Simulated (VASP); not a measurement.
Set up this calculation in VASP 6.6.1, as the native input.

* Task: single point
* Functional: PBE
* Potentials or basis: VASP PAW PBE potentials, release 64 (W_sv, C)
* Cutoff: 520 eV
* k mesh: 18 × 18 × 16
* Occupations: gaussian, width 0.15 eV
* Spin: no spin polarisation
* Dipole correction: no
* Further INCAR settings: ALGO = Normal; EDIFF = 1e-07; NBANDS = 16

The structure of WC lies in POSCAR:

```
WC
1.0
    2.6684613211      0.0000000000      0.0000000000
   -1.3342306606      2.3109552931      0.0000000000
    0.0000000000      0.0000000000      2.6026800000
W C
1 1
Direct
    0.0000000000      0.0000000000      0.0000000000
    0.6666666667      0.3333333333      0.5000000000
```

This cell differs from its parent crystal: strain -0.080 along x and y, -0.080 along z.

The input as run:

INCAR

```
  PREC = Accurate
  ENCUT = 520
  EDIFF = 1E-7
  ISMEAR = 0
  SIGMA = 0.15
  LREAL = F
  LASPH = T
  NELM = 60
  ALGO = Normal
  ISIF = 2
  LWAVE = F
  LCHARG = F
  GGA = PE
  NBANDS = 16
```

KPOINTS

```
regular mesh
0
Gamma
  18 18 16
```

Potentials or basis: VASP PAW PBE potentials, release 64 (W_sv, C).

Run with:

```bash
$ cat potpaw_PBE.64/W_sv/POTCAR potpaw_PBE.64/C/POTCAR > POTCAR
$ mpirun -np 1 vasp_std > vasp.out
```

Results of the run:

The pressure is 187.7 GPa. The band gap on the k mesh is zero (band 9 reaches 16.28 eV, above the bottom of band 10 at 14.14 eV).

Caveat: the cell differs from its parent crystal (strain -0.080 along x and y, -0.080 along z); spin-orbit coupling is left out, which moves the levels of the heavy elements.

Wall time 56 s on 1 thread of Intel(R) Xeon(R) Platinum 8488C (Sapphire Rapids) (shared host), peak memory 0.2 GiB.
